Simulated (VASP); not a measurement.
# Ga2BSb3 in VASP: a series of runs

The runs below take Ga2BSb3 through single point, relaxation of cell and atoms, with PBE.

Program: VASP 6.6.1. These are calculated values, not measurements. Logs are shortened: lines on timing, memory, paths and dates and some standing lists are left out, and cuts for length are marked.

**1. The cell of the first run**

Symmetry: P-3m1, No. 164, trigonal system. Conventional cell: a = 5.133 Å, b = 5.133 Å, c = 5.749 Å, α = 90.00°, β = 90.00°, γ = 120.00°. Ga (site symmetry 3m) has 5 Sb at 2.87 to 2.96 Å and 3 Ga at 2.96 Å within 3.8 Å. Within 3.8 Å of B (site symmetry -3m) lie 8 Sb at 2.87 to 2.96 Å. Within 3.8 Å of Sb (site symmetry 3m) lie 2 Ga at 2.87 Å and 3 B at 2.96 Å and 3 Sb at 2.96 Å. Sb (site symmetry -3m) has 2 B at 2.87 Å and 6 Ga at 2.96 Å within 3.8 Å.

The cell was generated, and may not be a known phase.

**2. Single point, PBE**

INCAR reads:

```
ALGO     = Normal         # electronic algorithm
EDIFF    = 1E-6           # SCF threshold, eV
ENCUT    = 520            # plane-wave cutoff, eV
GGA      = PE             # functional
ISIF     = 2              # what is computed and relaxed
ISMEAR   = 0              # smearing method
LASPH    = True           # aspherical terms in the spheres
LCHARG   = False          # write CHGCAR
LREAL    = False          # projectors in reciprocal space
LWAVE    = False          # write WAVECAR
NBANDS   = 31             # bands
NELM     = 80             # most SCF steps
PREC     = Accurate       # precision mode
SIGMA    = 0.1            # smearing width, eV
```

KPOINTS reads:

```
k-points
0
Gamma
  6 6 4
```

POSCAR reads:

```
Ga2BSb3
1.0
    5.1327556540      0.0000000000      0.0000000000
   -2.5663778270      4.4450967878      0.0000000000
    0.0000000000      0.0000000000      5.7491049135
Ga B Sb
2 1 3
Direct
    0.3333333333      0.6666666667      0.0019130719
    0.6666666667      0.3333333333      0.9980869281
    0.0000000000      0.0000000000      0.5000000000
    0.3333333333      0.6666666667      0.5018369187
    0.6666666667      0.3333333333      0.4981630813
    0.0000000000      0.0000000000      0.0000000000
```

Potentials or basis: VASP PAW PBE potentials, release 64 (Ga_d, B, Sb).

Launch:

```
cat potpaw_PBE.64/Ga_d/POTCAR potpaw_PBE.64/B/POTCAR potpaw_PBE.64/Sb/POTCAR > POTCAR
mpirun -np 1 vasp_std > vasp.out
```

OUTCAR:

```text
EDIFF = 1E-6
   ENCUT = 520
   GGA = PE
   ISIF = 2
   ISMEAR = 0
   LASPH = True
   LREAL = False
   NELM = 80
   PREC = Accurate

 ion  position               nearest neighbor table
   1  0.333  0.667  0.002-   4 2.87   4 2.87   6 2.96   6 2.96   6 2.96
   2  0.667  0.333  0.998-   5 2.87   5 2.87   6 2.96   6 2.96   6 2.96
   3  0.000  0.000  0.500-   6 2.87   6 2.87   4 2.96   5 2.96   5 2.96   4 2.96   5 2.96   4 2.96

   4  0.333  0.667  0.502-   1 2.87   1 2.87   3 2.96   3 2.96   3 2.96   5 2.96   5 2.96   5 2.96

   5  0.667  0.333  0.498-   2 2.87   2 2.87   3 2.96   3 2.96   3 2.96   4 2.96   4 2.96   4 2.96

   6  0.000  0.000  0.000-   3 2.87   3 2.87   1 2.96   2 2.96   2 2.96   1 2.96   2 2.96   1 2.96

  LATTYP: Found a hexagonal cell.
 ALAT       =     5.1327556540
 C/A-ratio  =     1.1200815509

  Lattice vectors:

 A1 = (   5.1327556540,   0.0000000000,   0.0000000000)
 A2 = (  -2.5663778270,   4.4450967878,   0.0000000000)
 A3 = (   0.0000000000,   0.0000000000,   5.7491049135)

Analysis of symmetry for initial positions (statically):
=====================================================================
 Subroutine PRICEL returns:
 Original cell was already a primitive cell.

 Routine SETGRP: Setting up the symmetry group for a
 hexagonal supercell.

 Subroutine GETGRP returns: Found 12 space group operations
 (whereof 12 operations were pure point group operations)
 out of a pool of 24 trial point group operations.

The static configuration has the point symmetry D_3d.

Analysis of symmetry for dynamics (positions and initial velocities):
=====================================================================
 Subroutine PRICEL returns:
 Original cell was already a primitive cell.

 Routine SETGRP: Setting up the symmetry group for a
 hexagonal supercell.

 Subroutine GETGRP returns: Found 12 space group operations
 (whereof 12 operations were pure point group operations)
 out of a pool of 24 trial point group operations.

The dynamic configuration has the point symmetry D_3d.

 Subroutine INISYM returns: Found 12 space group operations
 (whereof 12 operations are pure point group operations),
 and found     1 'primitive' translations

----------------------------------------------------------------------------------------

                                     Primitive cell

  volume of cell :     131.1693

  direct lattice vectors                    reciprocal lattice vectors
     5.132755654  0.000000000  0.000000000     0.194827120  0.112483490  0.000000000
    -2.566377827  4.445096788  0.000000000     0.000000000  0.224966980  0.000000000
     0.000000000  0.000000000  5.749104914     0.000000000  0.000000000  0.173940120

  length of vectors
     5.132755654  5.132755654  5.749104914     0.224966980  0.224966980  0.173940120

  position of ions in fractional coordinates (direct lattice)
     0.333333333  0.666666667  0.001913072
     0.666666667  0.333333333  0.998086928
     0.000000000  0.000000000  0.500000000
     0.333333333  0.666666667  0.501836919
     0.666666667  0.333333333  0.498163081
     0.000000000  0.000000000  0.000000000

  ion indices of the primitive-cell ions
   primitive index   ion index
                 1           1
                 2           2
                 3           3
                 4           4
                 5           5
                 6           6

----------------------------------------------------------------------------------------

 KPOINTS: k-points

Automatic generation of k-mesh.
 Grid dimensions read from file:
 generate k-points for:    6    6    4

 Generating k-lattice:

  Cartesian coordinates                     Fractional coordinates (reciprocal lattice)
     0.032471187  0.018747248  0.000000000     0.166666667  0.000000000  0.000000000
     0.000000000  0.037494497  0.000000000     0.000000000  0.166666667  0.000000000
     0.000000000  0.000000000  0.043485030     0.000000000  0.000000000  0.250000000

  Length of vectors
     0.037494497  0.037494497  0.043485030

  Shift w.r.t. Gamma in fractional coordinates (k-lattice)
     0.000000000  0.000000000  0.000000000

 Subroutine IBZKPT returns following result:
 ===========================================

 Found     24 irreducible k-points:

 Following reciprocal coordinates:
            Coordinates               Weight
  0.000000  0.000000  0.000000      1.000000
  0.166667  0.000000  0.000000      6.000000
  0.333333  0.000000  0.000000      6.000000
  0.500000 -0.000000  0.000000      3.000000
  0.166667  0.166667  0.000000      6.000000
  0.333333  0.166667  0.000000     12.000000
[... 16 lines left out ...]
  0.333333  0.166667  0.500000     12.000000
  0.333333  0.333333  0.500000      2.000000
   k-points           NKPTS =     24   k-points in BZ     NKDIM =     24   number of bands    NBANDS=     31
   number of dos      NEDOS =    301   number of ions     NIONS =      6
   total plane-waves  NPLWV =  76800
   dimension x,y,z NGX =    40 NGY =   40 NGZ =   48
   dimension x,y,z NGXF=    80 NGYF=   80 NGZF=   96
   ions per type =               2   1   3
   NGX,Y,Z   is equivalent  to a cutoff of  12.96, 12.96, 13.88 a.u.
   NGXF,Y,Z  is equivalent  to a cutoff of  25.91, 25.91, 27.76 a.u.
 SYSTEM =  unknown system
   PREC   = accura    normal or accurate (medium, high low for compatibility)
   ISTART =      0    job   : 0-new  1-cont  2-samecut
   ICHARG =      2    charge: 1-file 2-atom 10-const
   ISPIN  =      1    spin polarized calculation?
   LNONCOLLINEAR =      F non collinear calculations
   LSORBIT =      F    spin-orbit coupling
   LASPH  =      T    aspherical Exc in radial PAW
   ENCUT  =  520.0 eV  38.22 Ry    6.18 a.u.   9.54  9.54 10.69*2*pi/ulx,y,z
   NELM   =     80;   NELMIN=  2; NELMDL= -5     # of ELM steps
   EDIFF  = 0.1E-05   stopping-criterion for ELM
   LREAL  =      F    real-space projection
   EDIFFG = 0.1E-04   stopping-criterion for IOM
   NSW    =      0    number of steps for IOM
   IBRION =     -1    ionic relax: 0-MD 1-quasi-New 2-CG
   NFREE  =      0    steps in history (QN), initial steepest desc. (CG)
   ISIF   =      2    stress and relaxation
   ISYM   =      2    0-nonsym 1-usesym 2-fastsym
   POTIM  = 0.5000    time-step for ionic-motion
   TEBEG  =    0.0;   TEEND  =   0.0 temperature during run
   PSTRESS=    0.0 pullay stress
   NELECT =      44.0000    total number of electrons
   NUPDOWN=      -1.0000    fix difference up-down
   EMIN   =  10.00;   EMAX   =-10.00  energy-range for DOS
   EFERMI =   0.00;   METHOD = LEGACY
   ISMEAR =     0;   SIGMA  =   0.10  broadening in eV -4-tet -1-fermi 0-gaus
   EFERMI_NEDOS =   21; number of points for ismear=-14 and -15
   IALGO  =     38    algorithm
   IMIX   =      4    mixing-type and parameters
     AMIX     =   0.40;   BMIX     =  1.00
     AMIX_MAG =   1.60;   BMIX_MAG =  1.00
  volume/ion in A,a.u.               =      21.86       147.53
  Fermi-wavevector in a.u.,A,eV,Ry     =   1.137492  2.149548 17.604418  1.293888
  Thomas-Fermi vector in A             =   2.274197
   LORBIT       =      0    0 simple, 1 ext, 2 COOP (PROOUT), +10 PAW based schemes
   GGA     = PE    functional components
   LHFCALC =     F    Hartree Fock is set to
   AEXX    =    0.0000 exact exchange contribution
   IVDW    =     0    specifies the selected vdW correction
   LEPSILON=     F    determine dielectric tensor
   LRPA    =     F    only Hartree local field effects (RPA)
 non-spin polarized calculation
 Gauss-broadening in eV      SIGMA  =   0.10
  energy-cutoff  :      520.00
  volume of cell :      131.17
 maximum number of plane-waves:      3561
 NGX is ok and might be reduce to    40
   NGX = 19   NGY = 19   NGZ = 21

 number of electron      44.0000008 magnetization

 Free energy of the ion-electron system (eV)
  ---------------------------------------------------
  ext. energy  EPLUGINS =         0.00000000
  ---------------------------------------------------
  free energy    TOTEN  =       -21.48905802 eV

  energy without entropy =      -21.47696284  energy(sigma->0) =      -21.48301043

 E-fermi :   7.0896     XC(G=0): -10.3641

 val. band max:        7.0578716909   @ k =   0.0000   0.0000   0.0000
 cond. band min:       7.1181873180   @ k =   0.1667   0.0000   0.5000
 fundamental gap:      0.0603156271
 Fermi energy:         7.0895818819

 k-point     1 :       0.0000    0.0000    0.0000
  band No.  band energies     occupation
      1      -8.0153      2.00000
      2      -7.9577      2.00000
      3      -7.9577      2.00000
      4      -7.9270      2.00000
      5      -7.9270      2.00000
      6      -7.9197      2.00000
[... 23 lines left out ...]
     30      11.9389      0.00000
     31      12.2382      0.00000

 k-point     2 :       0.1667    0.0000    0.0000
  band No.  band energies     occupation
      1      -8.0097      2.00000
      2      -7.9800      2.00000
      3      -7.9797      2.00000
      4      -7.9285      2.00000
      5      -7.9241      2.00000
      6      -7.9055      2.00000
[... 23 lines left out ...]
     30      11.8742      0.00000
     31      12.3413      0.00000

 k-point     3 :       0.3333    0.0000    0.0000
  band No.  band energies     occupation
      1      -8.0160      2.00000
      2      -8.0031      2.00000
      3      -7.9889      2.00000
      4      -7.9320      2.00000
      5      -7.9184      2.00000
      6      -7.9052      2.00000
[... 23 lines left out ...]
     30      11.7792      0.00000
     31      12.0537      0.00000

 k-point     4 :       0.5000   -0.0000    0.0000
  band No.  band energies     occupation
      1      -8.0269      2.00000
      2      -8.0116      2.00000
      3      -7.9826      2.00000
      4      -7.9336      2.00000
      5      -7.9151      2.00000
      6      -7.9087      2.00000
[... 635 lines left out ...]
     30      10.8237      0.00000
     31      10.9081      0.00000

 k-point    23 :       0.3333    0.1667    0.5000
  band No.  band energies     occupation
      1      -8.0412      2.00000
      2      -7.9924      2.00000
      3      -7.9775      2.00000
      4      -7.9385      2.00000
      5      -7.9124      2.00000
      6      -7.8962      2.00000
[... 23 lines left out ...]
     30      10.3928      0.00000
     31      11.4643      0.00000

 k-point    24 :       0.3333    0.3333    0.5000
  band No.  band energies     occupation
      1      -8.0547      2.00000
      2      -7.9806      2.00000
      3      -7.9806      2.00000
      4      -7.9415      2.00000
      5      -7.8983      2.00000
      6      -7.8983      2.00000
[... 23 lines left out ...]
     30      10.8516      0.00000
     31      12.2359      0.00000

------------------------ aborting loop because EDIFF is reached ----------------------------------------

  FORCE on cell =-STRESS in cart. coord.  units (eV):
  Direction    XX          YY          ZZ          XY          YZ          ZX
  --------------------------------------------------------------------------------------
  -------------------------------------------------------------------------------------
  Total       -0.0398939     -0.0398939     -0.1332209      0.0000000      0.0000000      0.0000000
  in kB       -0.4872871     -0.4872871     -1.6272368      0.0000000      0.0000000      0.0000000
  external PRESSURE =      -0.8672703 kB  Pullay stress =       0.0000000 kB

 VOLUME and BASIS-vectors are now :
 -----------------------------------------------------------------------------
  energy-cutoff  :      520.00
  volume of cell :      131.17
      direct lattice vectors                 reciprocal lattice vectors
     5.132755654  0.000000000  0.000000000     0.194827120  0.112483490  0.000000000
    -2.566377827  4.445096788  0.000000000     0.000000000  0.224966980  0.000000000
     0.000000000  0.000000000  5.749104914     0.000000000  0.000000000  0.173940120

 POSITION                                       TOTAL-FORCE (eV/Angst)
 -----------------------------------------------------------------------------------
     -0.00000      2.96340      0.01100         0.000000      0.000000     -0.000531
      2.56638      1.48170      5.73811        -0.000000      0.000000      0.000531
      0.00000      0.00000      2.87455        -0.000000      0.000000      0.000000
     -0.00000      2.96340      2.88511        -0.000000     -0.000000     -0.004248
      2.56638      1.48170      2.86399        -0.000000      0.000000      0.004248
      0.00000      0.00000      0.00000        -0.000000      0.000000      0.000000
 -----------------------------------------------------------------------------------
    total drift:                               -0.000000     -0.000000     -0.000000

  FREE ENERGIE OF THE ION-ELECTRON SYSTEM (eV)
  ---------------------------------------------------
  free  energy   TOTEN  =       -21.4890580156 eV

  energy  without entropy=      -21.4769628444  energy(sigma->0) =      -21.48301043
```

Wall time 2.2 min (1 thread of Intel Xeon 8259CL, shared host); peak memory 0.31 GiB.

What came out:

```
Free energy            : -21.4891 eV
Pressure               : -0.1 GPa
Largest force          : 0.004 eV/Å
Band gap on the k mesh : zero (bands 22 and 23 overlap by 2.04 eV)
```

Forces in eV/Å, atoms in the order of the input:
```
Ga   0.000  0.000 -0.001
Ga   0.000  0.000  0.001
B    0.000  0.000  0.000
Sb   0.000  0.000 -0.004
Sb   0.000  0.000  0.004
Sb   0.000  0.000  0.000
```

Caveat: spin-orbit coupling is left out, which moves the levels of the heavy elements.

[end of part 1 of 2]

The gap in the log of VASP goes by the Fermi energy; the results here count the filled bands.